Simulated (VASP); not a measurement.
Wanted: the native input for a VASP 6.6.1 run.

```yaml
Task: single point
Functional: PBE
Potentials_or_basis: VASP PAW PBE potentials, release 64 (H, Os)
Cutoff: 520 eV
k_mesh: 6 × 6 × 4
Occupations: gaussian, width 0.1 eV
Spin: no spin polarisation
Dipole_correction: no
Further_INCAR_settings: ALGO = Normal; EDIFF = 1e-07; NBANDS = 12
```

The structure of H2Os lies in POSCAR:

```
H2Os
1.0
    1.8013032626     -2.5045692009      0.0000000000
    1.8013032626      2.5045692009      0.0000000000
    0.0000000000      0.0000000000      2.5064091032
H Os
2 1
Direct
    0.8576475404      0.1423524596      0.5000000000
    0.1423524596      0.8576475404      0.5000000000
    0.5000000000      0.5000000000      0.5000000000
```

The cell was generated, and may not be a known phase.

These files were run (other wordings do the same):

INCAR

```
ALGO = Normal
EDIFF = 1E-7
ENCUT = 520
GGA = PE
ISIF = 2
ISMEAR = 0
LASPH = T
LCHARG = T
LELF = T
LREAL = F
LVHAR = T
LWAVE = F
NBANDS = 12
NELM = 60
PREC = Accurate
SIGMA = 0.1
```

KPOINTS

```
k-points
0
Gamma
  6 6 4
```

Potentials or basis: VASP PAW PBE potentials, release 64 (H, Os).

Run with:

```bash
$ cat potpaw_PBE.64/H/POTCAR potpaw_PBE.64/Os/POTCAR > POTCAR
$ mpirun -np 1 vasp_std > vasp.out
```

It gave:

```
Pressure               : 0.4 GPa
Largest force          : 0.023 eV/Å
Band gap on the k mesh : zero (bands 5 and 6 overlap by 2.53 eV)
```

Caveat: the k points lie up to 0.63 Å⁻¹ apart, too coarse for converged energies and pressures of a metal; spin-orbit coupling is left out, which moves the levels of the heavy elements.

It took 14 s on 1 thread of Intel Xeon 8259CL (shared host), peak memory 0.14 GiB.
